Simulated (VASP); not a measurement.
# BaTe in VASP: a series of runs, part 2 of 2

VASP 6.6.1. The steps go on from the part before.

### Step 3. Single point, LDA (strain -0.025 along x and y, -0.025 along z)

Contents of INCAR:

```
  PREC = Accurate
  ENCUT = 520
  EDIFF = 1E-6
  ISMEAR = 0
  SIGMA = 0.05
  LREAL = F
  LASPH = T
  NELM = 60
  ALGO = Normal
  ISIF = 2
  LWAVE = F
  LCHARG = F
  NBANDS = 15
```

Contents of KPOINTS:

```
regular mesh
0
Gamma
  8 8 8
```

Contents of POSCAR:

```
BaTe
1.0
    4.0137637078      0.0000000000      0.0000000000
    0.0000000000      4.0137637078      0.0000000000
    0.0000000000      0.0000000000      4.0137637078
Ba Te
1 1
Direct
    0.0000000000      0.0000000000      0.0000000000
    0.5000000000      0.5000000000      0.5000000000
```

Potentials or basis: VASP PAW LDA potentials, release 64 (Ba_sv, Te).

Command:

```sh
$ cat potpaw_LDA.64/Ba_sv/POTCAR potpaw_LDA.64/Te/POTCAR > POTCAR
$ mpirun -np 1 vasp_std > vasp.out
```

OUTCAR:

```text
PREC = Accurate
   ENCUT = 520
   EDIFF = 1E-6
   ISMEAR = 0
   LREAL = F
   LASPH = T
   NELM = 60
   ISIF = 2

 ion  position               nearest neighbor table
   1  0.000  0.000  0.000-   2 3.48   2 3.48   2 3.48   2 3.48   2 3.48   2 3.48   2 3.48   2 3.48

   2  0.500  0.500  0.500-   1 3.48   1 3.48   1 3.48   1 3.48   1 3.48   1 3.48   1 3.48   1 3.48

  LATTYP: Found a simple cubic cell.
 ALAT       =     4.0137637078

  Lattice vectors:

 A1 = (   4.0137637078,   0.0000000000,   0.0000000000)
 A2 = (   0.0000000000,   4.0137637078,   0.0000000000)
 A3 = (   0.0000000000,   0.0000000000,   4.0137637078)

Analysis of symmetry for initial positions (statically):
=====================================================================
 Subroutine PRICEL returns:
 Original cell was already a primitive cell.

 Routine SETGRP: Setting up the symmetry group for a
 simple cubic supercell.

 Subroutine GETGRP returns: Found 48 space group operations
 (whereof 48 operations were pure point group operations)
 out of a pool of 48 trial point group operations.

The static configuration has the point symmetry O_h .

Analysis of symmetry for dynamics (positions and initial velocities):
=====================================================================
 Subroutine PRICEL returns:
 Original cell was already a primitive cell.

 Routine SETGRP: Setting up the symmetry group for a
 simple cubic supercell.

 Subroutine GETGRP returns: Found 48 space group operations
 (whereof 48 operations were pure point group operations)
 out of a pool of 48 trial point group operations.

The dynamic configuration has the point symmetry O_h .

 Subroutine INISYM returns: Found 48 space group operations
 (whereof 48 operations are pure point group operations),
 and found     1 'primitive' translations

----------------------------------------------------------------------------------------

                                     Primitive cell

  volume of cell :      64.6629

  direct lattice vectors                    reciprocal lattice vectors
     4.013763708  0.000000000  0.000000000     0.249142718  0.000000000  0.000000000
     0.000000000  4.013763708  0.000000000     0.000000000  0.249142718  0.000000000
     0.000000000  0.000000000  4.013763708     0.000000000  0.000000000  0.249142718

  length of vectors
     4.013763708  4.013763708  4.013763708     0.249142718  0.249142718  0.249142718

  position of ions in fractional coordinates (direct lattice)
     0.000000000  0.000000000  0.000000000
     0.500000000  0.500000000  0.500000000

  ion indices of the primitive-cell ions
   primitive index   ion index
                 1           1
                 2           2

----------------------------------------------------------------------------------------

 KPOINTS: regular mesh

Automatic generation of k-mesh.
 Grid dimensions read from file:
 generate k-points for:    8    8    8

 Generating k-lattice:

  Cartesian coordinates                     Fractional coordinates (reciprocal lattice)
     0.031142840  0.000000000  0.000000000     0.125000000  0.000000000  0.000000000
     0.000000000  0.031142840  0.000000000     0.000000000  0.125000000  0.000000000
     0.000000000  0.000000000  0.031142840     0.000000000  0.000000000  0.125000000

  Length of vectors
     0.031142840  0.031142840  0.031142840

  Shift w.r.t. Gamma in fractional coordinates (k-lattice)
     0.000000000  0.000000000  0.000000000

 Subroutine IBZKPT returns following result:
 ===========================================

 Found     35 irreducible k-points:

 Following reciprocal coordinates:
            Coordinates               Weight
  0.000000  0.000000  0.000000      1.000000
  0.125000  0.000000  0.000000      6.000000
  0.250000  0.000000  0.000000      6.000000
  0.375000  0.000000  0.000000      6.000000
  0.500000  0.000000  0.000000      3.000000
  0.125000  0.125000  0.000000     12.000000
[... 16 lines left out ...]
  0.375000  0.375000  0.125000     24.000000
  0.500000  0.375000  0.125000     24.000000
 [... further k-points ...]
   k-points           NKPTS =     35   k-points in BZ     NKDIM =     35   number of bands    NBANDS=     15
   number of dos      NEDOS =    301   number of ions     NIONS =      2
   total plane-waves  NPLWV =  27000
   dimension x,y,z NGX =    30 NGY =   30 NGZ =   30
   dimension x,y,z NGXF=    60 NGYF=   60 NGZF=   60
   ions per type =               1   1
   NGX,Y,Z   is equivalent  to a cutoff of  12.43, 12.43, 12.43 a.u.
   NGXF,Y,Z  is equivalent  to a cutoff of  24.85, 24.85, 24.85 a.u.
 SYSTEM =  unknown system
   PREC   = accura    normal or accurate (medium, high low for compatibility)
   ISTART =      0    job   : 0-new  1-cont  2-samecut
   ICHARG =      2    charge: 1-file 2-atom 10-const
   ISPIN  =      1    spin polarized calculation?
   LNONCOLLINEAR =      F non collinear calculations
   LSORBIT =      F    spin-orbit coupling
   LASPH  =      T    aspherical Exc in radial PAW
   ENCUT  =  520.0 eV  38.22 Ry    6.18 a.u.   7.46  7.46  7.46*2*pi/ulx,y,z
   NELM   =     60;   NELMIN=  2; NELMDL= -5     # of ELM steps
   EDIFF  = 0.1E-05   stopping-criterion for ELM
   LREAL  =      F    real-space projection
   EDIFFG = 0.1E-04   stopping-criterion for IOM
   NSW    =      0    number of steps for IOM
   IBRION =     -1    ionic relax: 0-MD 1-quasi-New 2-CG
   NFREE  =      0    steps in history (QN), initial steepest desc. (CG)
   ISIF   =      2    stress and relaxation
   ISYM   =      2    0-nonsym 1-usesym 2-fastsym
   POTIM  = 0.5000    time-step for ionic-motion
   TEBEG  =    0.0;   TEEND  =   0.0 temperature during run
   PSTRESS=    0.0 pullay stress
   NELECT =      16.0000    total number of electrons
   NUPDOWN=      -1.0000    fix difference up-down
   EMIN   =  10.00;   EMAX   =-10.00  energy-range for DOS
   EFERMI =   0.00;   METHOD = LEGACY
   ISMEAR =     0;   SIGMA  =   0.05  broadening in eV -4-tet -1-fermi 0-gaus
   EFERMI_NEDOS =   21; number of points for ismear=-14 and -15
   IALGO  =     38    algorithm
   IMIX   =      4    mixing-type and parameters
     AMIX     =   0.40;   BMIX     =  1.00
     AMIX_MAG =   1.60;   BMIX_MAG =  1.00
  volume/ion in A,a.u.               =      32.33       218.18
  Fermi-wavevector in a.u.,A,eV,Ry     =   1.027771  1.942206 14.372014  1.056313
  Thomas-Fermi vector in A             =   2.161733
   LORBIT       =      0    0 simple, 1 ext, 2 COOP (PROOUT), +10 PAW based schemes
   GGA     = CA    functional components
   LHFCALC =     F    Hartree Fock is set to
   AEXX    =    0.0000 exact exchange contribution
   IVDW    =     0    specifies the selected vdW correction
   LEPSILON=     F    determine dielectric tensor
   LRPA    =     F    only Hartree local field effects (RPA)
 non-spin polarized calculation
 Gauss-broadening in eV      SIGMA  =   0.05
  energy-cutoff  :      520.00
  volume of cell :       64.66
 maximum number of plane-waves:      1763
 NGX is ok and might be reduce to    30
   NGX = 15   NGY = 15   NGZ = 15

 number of electron      16.0000000 magnetization

 Free energy of the ion-electron system (eV)
  ---------------------------------------------------
  ext. energy  EPLUGINS =         0.00000000
  ---------------------------------------------------
  free energy    TOTEN  =        -9.29655888 eV

  energy without entropy =       -9.29653918  energy(sigma->0) =       -9.29654903

 E-fermi :   5.2142     XC(G=0):  -9.8060

 val. band max:        5.1306338381   @ k =   0.5000   0.5000   0.0000
 cond. band min:       5.2923422353   @ k =   0.0000   0.0000   0.0000
 fundamental gap:      0.1617083972
 Fermi energy:         5.2142135003

 k-point     1 :       0.0000    0.0000    0.0000
  band No.  band energies     occupation
      1     -22.7048      2.00000
      2      -7.7207      2.00000
      3      -7.7207      2.00000
      4      -7.7207      2.00000
      5      -5.9315      2.00000
      6       4.7791      2.00000
      7       4.7791      2.00000
      8       4.7791      2.00000
      9       5.2923      0.02712
     10       5.2923      0.02712
     11       8.4136      0.00000
     12      10.0231      0.00000
     13      10.0231      0.00000
     14      10.0231      0.00000
     15      14.0876      0.00000
[... 397 lines left out ...]
 k-point    24 :       0.5000    0.3750    0.1250
  band No.  band energies     occupation
      1     -22.5885      2.00000
      2      -8.4207      2.00000
      3      -8.2464      2.00000
      4      -7.6597      2.00000
      5      -5.0411      2.00000
      6       2.3689      2.00000
      7       2.6467      2.00000
      8       4.2311      2.00000
      9       6.4543      0.00000
     10       8.0846      0.00000
     11       8.3146      0.00000
     12       9.5855      0.00000
     13      11.2469      0.00000
     14      12.6499      0.00000
     15      13.4907      0.00000

 [... further k-points ...]
[... 5 lines left out ...]
  --------------------------------------------------------------------------------------
  -------------------------------------------------------------------------------------
  Total        1.8253507      1.8253507      1.8253507      0.0000000     -0.0000000      0.0000000
  in kB       45.2273867     45.2273867     45.2273867      0.0000000     -0.0000000      0.0000000
  external PRESSURE =      45.2273867 kB  Pullay stress =       0.0000000 kB

 VOLUME and BASIS-vectors are now :
 -----------------------------------------------------------------------------
  energy-cutoff  :      520.00
  volume of cell :       64.66
      direct lattice vectors                 reciprocal lattice vectors
     4.013763708  0.000000000  0.000000000     0.249142718  0.000000000  0.000000000
     0.000000000  4.013763708  0.000000000     0.000000000  0.249142718  0.000000000
     0.000000000  0.000000000  4.013763708     0.000000000  0.000000000  0.249142718

 POSITION                                       TOTAL-FORCE (eV/Angst)
 -----------------------------------------------------------------------------------
      0.00000      0.00000      0.00000         0.000000      0.000000      0.000000
      2.00688      2.00688      2.00688         0.000000      0.000000      0.000000
 -----------------------------------------------------------------------------------
    total drift:                                0.000000     -0.000000     -0.000000

  FREE ENERGIE OF THE ION-ELECTRON SYSTEM (eV)
  ---------------------------------------------------
  free  energy   TOTEN  =        -9.2965588834 eV

  energy  without entropy=       -9.2965391844  energy(sigma->0) =       -9.29654903
```

stdout:

```text
POSCAR found type information on POSCAR BaTe
 POSCAR found :  2 types and       2 ions
 scaLAPACK will be used
 LDA part: xc-table for (Slater(with rela. corr.)+CA(PZ))
 , standard interpolation
 POSCAR, INCAR and KPOINTS ok, starting setup
 FFT: planning ... GRIDC
 FFT: planning ... GRID_SOFT
 FFT: planning ... GRID
 WAVECAR not read
 entering main loop
```

Wall time 21 s (1 thread of Intel Xeon Platinum 8259CL at 2.50GHz (Skylake/Cascade Lake), shared host); peak memory 0.17 GiB.

Results:

- Free energy: -9.2966 eV
- Pressure: 4.5 GPa
- Band gap on the k mesh: 0.16 eV, indirect (least direct gap 0.51 eV)

Caveat: the cell differs from its parent crystal (strain -0.025 along x and y, -0.025 along z); spin-orbit coupling is left out, which moves the levels of the heavy elements.

### Step 4. Single point, LDA (strain -0.050 along x and y, -0.025 along z)

Contents of INCAR:

```
PREC = Accurate
ENCUT = 520
EDIFF = 1E-6
ISMEAR = 0
SIGMA = 0.05
LREAL = False
LASPH = True
NELM = 60
ALGO = Normal
ISIF = 2
LWAVE = False
LCHARG = False
GGA = CA
NBANDS = 15
```

KPOINTS is that of step 3.

Contents of POSCAR:

```
BaTe
1.0
    3.9108466897      0.0000000000      0.0000000000
    0.0000000000      3.9108466897      0.0000000000
    0.0000000000      0.0000000000      4.0137637078
Ba Te
1 1
Direct
    0.0000000000      0.0000000000      0.0000000000
    0.5000000000      0.5000000000      0.5000000000
```

Command:

```sh
$ cat potpaw_LDA.64/Ba_sv/POTCAR potpaw_LDA.64/Te/POTCAR > POTCAR
$ mpirun -np 1 vasp_std > vasp.out
```

Wall time 44 s (1 thread of Intel Xeon Platinum 8259CL at 2.50GHz (Skylake/Cascade Lake), shared host); peak memory 0.2 GiB.

Results (log left out):

* Free energy: -9.1648 eV
* Pressure: 7.8 GPa
* Band gap on the k mesh: zero (band 8 reaches 5.71 eV, above the bottom of band 9 at 5.58 eV)

Stress tensor (GPa, compression positive):
```
8.51 0.00 0.00
0.00 8.51 0.00
0.00 0.00 6.45
```

Levels at points of the mesh, in eV from the Fermi level:
```csv
k point,band 4,band 5,band 6,band 7,band 8,band 9,band 10,band 11,band 12,band 13
"(0.00, 0.00, 0.00)",-12.81,-11.30,-0.53,-0.27,-0.27,-0.07,-0.02,3.66,4.90,4.90
"(0.50, 0.00, 0.00)",-12.68,-9.68,-4.36,-1.54,-1.18,1.00,4.42,5.47,5.90,6.17
"(0.50, 0.50, 0.00)",-12.64,-10.47,-2.40,-2.40,-0.19,0.60,2.49,2.56,2.56,7.48
"(0.00, 0.00, 0.50)",-12.70,-9.68,-4.34,-1.24,-1.24,0.90,4.49,5.48,5.61,6.05
"(0.50, 0.00, 0.50)",-12.61,-10.56,-2.43,-2.29,0.06,0.52,2.78,2.85,2.91,7.16
"(0.50, 0.50, 0.50)",-13.30,-9.83,-4.05,-4.05,-4.02,5.42,5.66,5.66,7.43,7.74
```

Caveat: the cell differs from its parent crystal (strain -0.050 along x and y, -0.025 along z); spin-orbit coupling is left out, which moves the levels of the heavy elements.

### Step 5. Single point, LDA (strain -0.050 along x and y, +0.000 along z)

Contents of INCAR:

```
SYSTEM = BaTe
ALGO = Normal
EDIFF = 1E-6
ENCUT = 520
ISIF = 2
ISMEAR = 0
LASPH = .True.
LCHARG = .True.
LELF = .True.
LREAL = .False.
LVHAR = .True.
LWAVE = .False.
NBANDS = 15
NELM = 100
PREC = Accurate
SIGMA = 0.05
```

Contents of KPOINTS:

```
k-points
0
Gamma
  8 8 8
  0 0 0
```

POSCAR: that of step 4 with these lines changed.

```diff
@@ -4,3 +4,3 @@
     0.0000000000      3.9108466897      0.0000000000
-    0.0000000000      0.0000000000      4.0137637078
+    0.0000000000      0.0000000000      4.1166807260
 Ba Te
```

Command:

```sh
$ cat potpaw_LDA.64/Ba_sv/POTCAR potpaw_LDA.64/Te/POTCAR > POTCAR
$ mpirun -np 1 vasp_std > vasp.out
```

Run time: 46 s. Hardware: 1 thread of Intel Xeon Platinum 8259CL at 2.50GHz (Skylake/Cascade Lake), shared host; peak memory 0.2 GiB.

It converged, with:

```yaml
Free_energy: -9.2127 eV
Pressure: 6.1 GPa
Band_gap_on_the_k_mesh: zero (band 8 reaches 5.55 eV, above the bottom of band 9 at 5.39 eV)
```

Stress tensor (GPa, compression positive):
```
7.42 0.00 0.00
0.00 7.42 0.00
0.00 0.00 3.35
```

Levels at points of the mesh, in eV from the Fermi level:
```csv
k point,band 6,band 7,band 8,band 9,band 10,band 11
"(0.00, 0.00, 0.00)",-0.77,-0.28,-0.28,-0.09,0.00,3.39
"(0.50, 0.00, 0.00)",-4.34,-1.75,-1.07,1.00,4.36,5.29
"(0.50, 0.50, 0.00)",-2.47,-2.47,-0.40,0.61,2.15,2.33
"(0.00, 0.00, 0.50)",-4.31,-1.19,-1.19,0.82,4.50,5.01
"(0.50, 0.00, 0.50)",-2.54,-2.29,0.07,0.45,2.75,2.82
"(0.50, 0.50, 0.50)",-3.99,-3.99,-3.95,5.09,5.51,5.51
```

Caveat: the cell differs from its parent crystal (strain -0.050 along x and y, +0.000 along z); spin-orbit coupling is left out, which moves the levels of the heavy elements.

### Step 6. Single point, LDA (strain -0.025 along x and y, -0.050 along z)

Contents of INCAR:

```
SYSTEM = BaTe
ALGO = Normal
EDIFF = 1E-6
ENCUT = 520
GGA = CA
ISIF = 2
ISMEAR = 0
LASPH = .TRUE.
LCHARG = .FALSE.
LREAL = .FALSE.
LWAVE = .FALSE.
NBANDS = 15
NELM = 80
PREC = Accurate
SIGMA = 0.05
```

Contents of KPOINTS:

```
k-points
0
G
  8 8 8
  0 0 0
```

Contents of POSCAR:

```
BaTe
1.0
    4.0137637078      0.0000000000      0.0000000000
    0.0000000000      4.0137637078      0.0000000000
    0.0000000000      0.0000000000      3.9108466897
Ba Te
1 1
Direct
    0.0000000000      0.0000000000      0.0000000000
    0.5000000000      0.5000000000      0.5000000000
```

Potentials or basis: VASP PAW LDA potentials, release 64 (Ba_sv, Te).

Command:

```sh
$ cat potpaw_LDA.64/Ba_sv/POTCAR potpaw_LDA.64/Te/POTCAR > POTCAR
$ mpirun -np 1 vasp_std > vasp.out
```

Run time: 44 s. Hardware: 1 thread of Intel Xeon Platinum 8259CL at 2.50GHz (Skylake/Cascade Lake), shared host; peak memory 0.2 GiB.

The run converged. Its results:

```
Free energy            : -9.2347 eV
Pressure               : 6.1 GPa
Band gap on the k mesh : zero (band 8 reaches 5.54 eV, above the bottom of band 9 at 5.42 eV)
```

Stress tensor (GPa, compression positive):
```
5.39 0.00 0.00
0.00 5.39 0.00
0.00 0.00 7.47
```

Levels at points of the mesh, in eV from the Fermi level:
| k point | band 6 | band 7 | band 8 | band 9 | band 10 | band 11 |
| --- | --- | --- | --- | --- | --- | --- |
| (0.00, 0.00, 0.00) | -0.50 | -0.50 | -0.24 | -0.02 | 0.02 | 3.41 |
| (0.50, 0.00, 0.00) | -4.28 | -1.45 | -1.10 | 0.95 | 4.46 | 5.45 |
| (0.50, 0.50, 0.00) | -2.37 | -2.37 | 0.10 | 0.48 | 2.87 | 2.91 |
| (0.00, 0.00, 0.50) | -4.31 | -1.39 | -1.39 | 1.06 | 4.41 | 5.30 |
| (0.50, 0.00, 0.50) | -2.47 | -2.33 | -0.15 | 0.56 | 2.52 | 2.56 |
| (0.50, 0.50, 0.50) | -3.96 | -3.93 | -3.93 | 5.33 | 5.33 | 5.56 |

Caveat: the cell differs from its parent crystal (strain -0.025 along x and y, -0.050 along z); spin-orbit coupling is left out, which moves the levels of the heavy elements.

### Step 7. The runs side by side

```csv
cell,gap on the mesh (eV),pressure (GPa)
"a = 3.911 Å, 2 atoms",none,9.8
"a = 4.014 Å, 2 atoms",0.16,4.5
"a = 3.911, b = 3.911, c = 4.014 Å, 2 atoms",none,7.8
"a = 3.911, b = 3.911, c = 4.117 Å, 2 atoms",none,6.1
"a = 4.014, b = 4.014, c = 3.911 Å, 2 atoms",none,6.1
```

Alike in all rows: task single point; level LDA; potentials or basis VASP PAW LDA potentials, release 64 (Ba_sv, Te); no spin polarisation; k mesh 8 × 8 × 8; cutoff (eV) 520; smearing gaussian 0.05 eV.

Caveats: spin-orbit coupling is left out, which moves the levels of the heavy elements.

Absolute energies hang on the potentials; compare differences alone.
